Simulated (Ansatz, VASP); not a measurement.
## Two plane-wave programs on NaCl

```xyz
2
Lattice="0.0000 3.0873 3.0873 3.0873 0.0000 3.0873 3.0873 3.0873 0.0000" Properties=species:S:1:pos:R:3 pbc="T T T"
Na    0.0000    0.0000    0.0000
Cl    1.5436    1.5436    1.5436
```

Alike in both runs: task single point; functional PBE; k mesh 8 × 8 × 8; occupations fermi-dirac, width 0.02 eV; no spin polarisation.

|  | VASP | Ansatz |
| --- | --- | --- |
| version | VASP 6.6.1 | Ansatz 0.2.0 |
| potentials or method | VASP PAW PBE potentials, release 64 (Na_pv, Cl) | plane waves, PAW |
| plane-wave cutoff (eV) | 500 | 420 |
| valence electrons in the cell | 14 | 16 |

```tsv
	VASP	Ansatz	Ansatz less VASP
gap on the k mesh at the Fermi level (eV)	4.94	4.94	+0.001
pressure (GPa)	0.7	0.7	+0.03
```

With one functional, cell and mesh, what is left measures potentials, basis and numerics. VASP's potentials hold 14 valence electrons a cell and Ansatz's 16, so a difference there can come from the potentials and not from the codes.
